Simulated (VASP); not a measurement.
# In3GaSbN (P-6m2) in VASP: a series of runs, part 2 of 2

VASP 6.6.1.

**3. Single point, PBE**

This run uses another cell than the first one, of 24.38 Å³/atom.

INCAR reads:

```
  ALGO = Normal
  EDIFF = 1E-7
  ENCUT = 520
  GGA = PE
  ISIF = 2
  ISMEAR = 0
  LASPH = True
  LCHARG = False
  LREAL = False
  LWAVE = False
  NBANDS = 40
  NELM = 80
  PREC = Accurate
  SIGMA = 0.1
```

KPOINTS reads:

```
k-points
0
Gamma
  6 6 2
```

POSCAR reads:

```
In3GaSbN
1.0
    4.4764831000      0.0000000000      0.0000000000
   -2.2382415500      3.8767480900      0.0000000000
    0.0000000000      0.0000000000      8.4284537700
In Ga Sb N
3 1 1 1
Direct
    0.6666666700      0.3333333300      0.2581529600
    0.6666666700      0.3333333300      0.7418470400
    0.6666666700      0.3333333300      0.0000000000
    0.6666666700      0.3333333300      0.5000000000
    0.0000000000      0.0000000000      0.0000000000
    0.3333333300      0.6666666700      0.0000000000
```

Potentials or basis: VASP PAW PBE potentials, release 64 (In_d, Ga_d, Sb, N).

On the command line:

```console
> cat potpaw_PBE.64/In_d/POTCAR potpaw_PBE.64/Ga_d/POTCAR potpaw_PBE.64/Sb/POTCAR potpaw_PBE.64/N/POTCAR > POTCAR
> mpirun -np 1 vasp_std > vasp.out
```

Run time: 68 s. Hardware: 1 thread of Intel Xeon 6975P-C (Granite Rapids), shared host; peak memory 0.32 GiB.

The run converged. Its results:

| Item | Value |
| --- | --- |
| Free energy | -7.0205 eV |
| Pressure | 39.5 GPa |
| Largest force | 0.367 eV/Å |
| Band gap on the k mesh | zero (bands 31 and 32 overlap by 1.17 eV) |

Forces on the atoms (eV/Å):
```
In   0.000  0.000  0.367
In   0.000  0.000 -0.367
In   0.000  0.000  0.000
Ga   0.000  0.000  0.000
Sb   0.000  0.000  0.000
N    0.000  0.000  0.000
```

Stress tensor (GPa, compression positive):
```
11.28  0.00  0.00
 0.00 11.28  0.00
 0.00  0.00 96.05
```

Levels at points of the mesh, in eV from the Fermi level:
| k point | band 29 | band 30 | band 31 | band 32 | band 33 | band 34 |
| --- | --- | --- | --- | --- | --- | --- |
| (0.00, 0.00, 0.00) | -2.30 | -2.30 | 0.25 | 1.53 | 1.53 | 1.77 |
| (0.50, 0.00, 0.00) | -1.61 | -0.24 | -0.13 | 0.30 | 1.83 | 1.96 |
| (0.00, 0.00, 0.50) | -2.22 | -1.87 | -0.18 | 1.00 | 1.00 | 1.72 |
| (0.50, 0.00, 0.50) | -0.80 | -0.12 | -0.01 | 0.18 | 0.27 | 1.45 |

Caveat: the k points lie up to 0.37 Å⁻¹ apart, too coarse for converged energies and pressures of a metal; spin-orbit coupling is left out, which moves the levels of the heavy elements.

**4. Relaxation of cell and atoms, PBE**

This run uses another cell than the first one, of 24.38 Å³/atom.

INCAR reads:

```
  ALGO = Normal
  EDIFF = 1E-7
  EDIFFG = -0.04
  ENCUT = 600
  GGA = PE
  IBRION = 2
  ISIF = 3
  ISMEAR = 0
  LASPH = True
  LCHARG = False
  LREAL = False
  LWAVE = False
  NELM = 80
  NSW = 90
  PREC = Accurate
  SIGMA = 0.1
```

KPOINTS is that of step 3.

POSCAR is that of step 3.

On the command line:

```console
> cat potpaw_PBE.64/In_d/POTCAR potpaw_PBE.64/Ga_d/POTCAR potpaw_PBE.64/Sb/POTCAR potpaw_PBE.64/N/POTCAR > POTCAR
> mpirun -np 1 vasp_std > vasp.out
```

Run time: 8.4 min. Hardware: 1 thread of Intel Xeon 6975P-C (Granite Rapids), shared host; peak memory 0.37 GiB.

Results (log left out):

```
Free energy                           : -16.2979 eV
Relaxed volume                        : 36.49 Å³/atom
Relaxed cell                          : a = 4.724 Å, b = 4.724 Å, c = 11.330 Å, α = 90.00°, β = 90.00°, γ = 120.00°
Space group after relaxing (to 0.1 Å) : P-6m2 (No. 187)
Energy gained by relaxing             : 1545.9 meV/atom
Ionic steps                           : 10
Pressure after relaxing               : -0.1 GPa
Largest force after relaxing          : 0.024 eV/Å
Band gap on the k mesh                : zero (bands 31 and 32 overlap by 0.69 eV)
```

Forces on the atoms (eV/Å):
```
In   0.000  0.000 -0.024
In   0.000  0.000  0.024
In   0.000  0.000  0.000
Ga   0.000  0.000  0.000
Sb   0.000  0.000  0.000
N    0.000  0.000  0.000
```

Stress tensor (GPa, compression positive):
```
-0.05  0.00  0.00
 0.00 -0.05  0.00
 0.00  0.00 -0.15
```

Step by step:
```csv
step,energy change (eV),largest force (eV/Å),pressure (GPa),volume (Å³)
1,0.0000,0.3681,39.54,146.27
2,-7.3567,0.0437,-3.94,292.42
3,-9.2364,0.2490,1.09,210.32
4,-9.2409,0.2287,0.26,216.47
5,-9.2452,0.2379,0.61,213.76
6,-9.2436,0.2427,0.80,212.32
7,-9.2673,0.2039,0.21,216.43
8,-9.2696,0.1849,-0.03,218.29
9,-9.2730,0.1254,-0.05,218.52
10,-9.2755,0.0240,-0.09,218.94
```

Final structure:
```xyz
6
Lattice="4.7238 0.0000 0.0000 -2.3619 4.0909 0.0000 0.0000 0.0000 11.3296" Properties=species:S:1:pos:R:3 pbc="T T T"
In    2.3619    1.3636    2.8986
In    2.3619    1.3636    8.4311
In    2.3619    1.3636    0.0000
Ga    2.3619    1.3636    5.6648
Sb    0.0000    0.0000    0.0000
N     0.0000    2.7273    0.0000
```

Levels at points of the mesh, in eV from the Fermi level:
```csv
k point,band 29,band 30,band 31,band 32,band 33,band 34
"(0.00, 0.00, 0.00)",-1.23,-1.23,-0.87,0.06,1.51,1.97
"(0.50, 0.00, 0.00)",-1.53,-1.03,-0.03,0.28,1.11,1.14
"(0.00, 0.00, 0.50)",-1.41,-1.22,-1.22,0.76,1.09,1.86
"(0.50, 0.00, 0.50)",-0.64,-0.26,-0.14,0.01,1.11,1.22
```

Caveat: the k points lie up to 0.28 Å⁻¹ apart in the final cell, too coarse for converged energies and pressures of a metal; the volume moved by over 15 % at a fixed basis, so the end points are rough; semilocal functionals underestimate gaps, so a narrow gap can read as zero; spin-orbit coupling is left out, which moves the levels of the heavy elements.

**5. Single point, PBE**

This run uses another cell than the first one, of 37.03 Å³/atom.

INCAR reads:

```
PREC     = Accurate       # precision mode
ENCUT    = 520            # plane-wave cutoff, eV
EDIFF    = 1E-6           # SCF threshold, eV
ISMEAR   = 0              # smearing method
SIGMA    = 0.1            # smearing width, eV
LREAL    = False          # projectors in reciprocal space
LASPH    = True           # aspherical terms in the spheres
NELM     = 100            # most SCF steps
ALGO     = Normal         # electronic algorithm
ISIF     = 2              # what is computed and relaxed
LWAVE    = False          # write WAVECAR
LCHARG   = True           # write CHGCAR
GGA      = PE             # functional
LELF     = True           # ELF
LVHAR    = True         
NBANDS   = 40             # bands
```

KPOINTS reads:

```
regular mesh
0
Gamma
  12 12 4
```

POSCAR reads:

```
In3GaSbN
1.0
    4.7123155032      0.0000000000      0.0000000000
   -2.3561577516      4.0809849364      0.0000000000
    0.0000000000      0.0000000000     11.5523194115
In Ga Sb N
3 1 1 1
Direct
    0.6666666667      0.3333333333      0.2555502976
    0.6666666667      0.3333333333      0.7444497024
    0.6666666667      0.3333333333      0.0000000000
    0.6666666667      0.3333333333      0.5000000000
    0.0000000000      0.0000000000      0.0000000000
    0.3333333333      0.6666666667      0.0000000000
```

On the command line:

```console
> cat potpaw_PBE.64/In_d/POTCAR potpaw_PBE.64/Ga_d/POTCAR potpaw_PBE.64/Sb/POTCAR potpaw_PBE.64/N/POTCAR > POTCAR
> mpirun -np 1 vasp_std > vasp.out
```

Run time: 5.4 min. Hardware: 1 thread of Intel Xeon 6975P-C (Granite Rapids), shared host; peak memory 0.67 GiB.

The run converged. Its results:

- Free energy: -16.3197 eV
- Pressure: 0.0 GPa
- Band gap on the k mesh: zero (bands 31 and 32 overlap by 0.98 eV)

Levels at points of the mesh, in eV from the Fermi level:
```csv
k point,band 28,band 29,band 30,band 31,band 32,band 33,band 34,band 35
"(0.00, 0.00, 0.00)",-2.48,-1.24,-1.24,-0.93,0.04,1.49,2.05,2.05
"(0.50, 0.00, 0.00)",-1.97,-1.49,-1.00,-0.02,0.26,1.07,1.18,1.41
"(0.00, 0.00, 0.50)",-1.79,-1.56,-1.24,-1.24,0.72,0.95,1.95,1.95
"(0.50, 0.00, 0.50)",-2.02,-0.65,-0.31,-0.15,0.00,1.13,1.20,1.48
```

Caveat: spin-orbit coupling is left out, which moves the levels of the heavy elements.

**6. Overview**

```csv
task,cell,k mesh,cutoff (eV),gap on the mesh (eV),pressure (GPa),largest force (eV/Å)
single point,"a = 4.731, b = 4.731, c = 11.434 Å, angles 90.0, 90.0, 120.0°, 6 atoms, atomic positions A",6 × 6 × 2,520,none,-0.1,-
single point,"a = 4.476, b = 4.476, c = 8.428 Å, angles 90.0, 90.0, 120.0°, 6 atoms, atomic positions B",6 × 6 × 2,520,none,39.5,0.37
relaxation of cell and atoms,"relaxed from a = 4.476, b = 4.476, c = 8.428 Å, angles 90.0, 90.0, 120.0°, 6 atoms, atomic positions B",6 × 6 × 2,600,none,-0.1,0.02
single point,"a = 4.712, b = 4.712, c = 11.552 Å, angles 90.0, 90.0, 120.0°, 6 atoms, atomic positions A",12 × 12 × 4,520,none,0.0,-
```

Alike in all rows: level PBE; potentials or basis VASP PAW PBE potentials, release 64 (In_d, Ga_d, Sb, N); no spin polarisation; smearing gaussian 0.1 eV.

Caveats: some runs use coarse meshes; spin-orbit coupling is left out, which moves the levels of the heavy elements; semilocal functionals underestimate gaps, so a narrow gap can read as zero (at least some runs); the volume moved by over 15 % at a fixed basis, so the end points are rough (at least some runs).

Total energies depend on the potentials used, so only differences within one code and one set of settings carry meaning.
